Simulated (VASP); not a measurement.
A run of VASP 6.6.1 is set up as follows.

INCAR

```
PREC = Accurate ; ENCUT = 520
EDIFF = 1E-6 ; ISMEAR = 0
SIGMA = 0.1 ; LREAL = False
LASPH = True ; NELM = 60
ALGO = Normal ; ISIF = 2
LWAVE = False ; LCHARG = False
GGA = PE ; NBANDS = 46
```

KPOINTS

```
Automatic mesh
0
Gamma
  6 6 2
```

The input POSCAR:

```
ZnSn4N
1.0
    3.3245513500      0.0000000000      0.0000000000
   -1.6622756700      2.8791459200      0.0000000000
    0.0000000000      0.0000000000     13.2644084200
Zn Sn N
1 4 1
Direct
    0.6666666700      0.3333333300      0.0000000000
    0.3333333300      0.6666666700      0.6259580300
    0.0000000000      0.0000000000      0.8781179800
    0.0000000000      0.0000000000      0.1218820200
    0.3333333300      0.6666666700      0.3740419700
    0.6666666700      0.3333333300      0.5000000000
```

Potentials or basis: VASP PAW PBE potentials, release 64 (Zn, Sn_d, N).

Launch:

```console
$ cat potpaw_PBE.64/Zn/POTCAR potpaw_PBE.64/Sn_d/POTCAR potpaw_PBE.64/N/POTCAR > POTCAR
$ mpirun -np 1 vasp_std > vasp.out
```

(1) What does it give for the largest force?

(2) Estimate the band gap on the k mesh.

(3) Predict the pressure.

## Answers

(1) 3.279 eV/Å.

(2) zero (an odd number of electrons rules out a gap without spin polarisation).

(3) 9.6 GPa.

Caveat: the k points lie up to 0.36 Å⁻¹ apart, too coarse for converged energies and pressures of a metal; spin-orbit coupling is left out, which moves the levels of the heavy elements; forces of over 1 eV/Å act on the atoms, so gaps and moduli don't describe the material at rest.
